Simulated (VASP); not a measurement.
Set up this calculation in VASP 6.6.1, as the native input.

```yaml
Task: single point
Functional: PBE
Potentials_or_basis: VASP PAW PBE potentials, release 64 (Ga_d, N)
Cutoff: 600 eV
k_mesh: 10 × 10 × 10
Occupations: gaussian, width 0.02 eV
Spin: no spin polarisation
Dipole_correction: no
Further_INCAR_settings: ALGO = Normal; EDIFF = 1e-06; NBANDS = 16
```

The structure of GaN lies in POSCAR:

```
GaN
1.0
    0.0000000000      2.2742829168      2.2742829168
    2.2742829168      0.0000000000      2.2742829168
    2.2742829168      2.2742829168      0.0000000000
Ga N
1 1
Direct
    0.0000000000      0.0000000000      0.0000000000
    0.2500000000      0.2500000000      0.2500000000
```

The input as run:

INCAR

```
  PREC = Accurate
  ENCUT = 600
  EDIFF = 1E-6
  ISMEAR = 0
  SIGMA = 0.02
  LREAL = False
  LASPH = True
  NELM = 120
  ALGO = Normal
  ISIF = 2
  LWAVE = False
  LCHARG = False
  GGA = PE
  NBANDS = 16
  GGA_COMPAT = False
```

KPOINTS

```
Automatic mesh
0
Gamma
  10 10 10
```

Potentials or basis: VASP PAW PBE potentials, release 64 (Ga_d, N).

Command:

```console
$ cat potpaw_PBE.64/Ga_d/POTCAR potpaw_PBE.64/N/POTCAR > POTCAR
$ mpirun -np 1 vasp_std > vasp.out
```

It gave:

| Property | Result |
| --- | --- |
| Pressure | -0.1 GPa |
| Band gap on the k mesh | 1.55 eV, direct |

It took 22 s on 1 thread of Intel(R) Xeon(R) Platinum 8375C CPU @ 2.90GHz (Ice Lake), with other jobs on the host, peak memory 0.17 GiB.
